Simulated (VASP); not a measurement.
CoO:

```
CELL_PARAMETERS angstrom
1.60222 0.92504 2.56647
-1.60222 0.92504 2.56647
0.00000 -1.85008 2.56647
ATOMIC_POSITIONS crystal
Co 0.99898 0.99898 0.99898
O 0.75102 0.75102 0.75102
```

Base run:

| Property | Result |
| --- | --- |
| Program | VASP 6.6.1 |
| Functional | PBE |
| Potentials or basis | VASP PAW PBE potentials, release 64 (Co_sv, O) |
| Cutoff | 600 eV |
| k mesh | 9 × 9 × 9 |
| Occupations | fermi-dirac, width 0.05 eV |
| Spin | collinear spin, ferromagnetic start |
| Starting moments | [2.0, 0.0] μB |
| Fixed moment | 2 μB |

Its results: pressure -8.9 GPa; site moments Co +1.76; O +0.15 μB; largest force 0.227 eV/Å.

Problem. After a change of settings the same cell gave: pressure -4.4 GPa; site moments Co +2.13; O +0.23 μB; largest force 0.218 eV/Å. Which change was it?
A. potentials or basis from VASP PAW PBE potentials, release 64 (Co_sv, O) to VASP PAW PBE potentials, release 64 (Co, O); cutoff from 600 eV to 520 eV; further incar settings from ALGO = Normal; EDIFF = 1e-06; NBANDS = 22 to ALGO = Normal; EDIFF = 1e-06; NBANDS = 18; valence electrons from 23 to 15
B. fixed moment from 2 μB to 2.5 μB; moments at the start from [2.0, 0.0] to [2.5, 0.0]
C. fixed moment from 2 μB to 0.5 μB; moments at the start from [2.0, 0.0] to [0.5, 0.0]

Solution. B.

Caveats: the total moment is fixed, so each spin has its own Fermi level; a cell with one magnetic atom can't hold antiferromagnetic order, which such compounds often take.
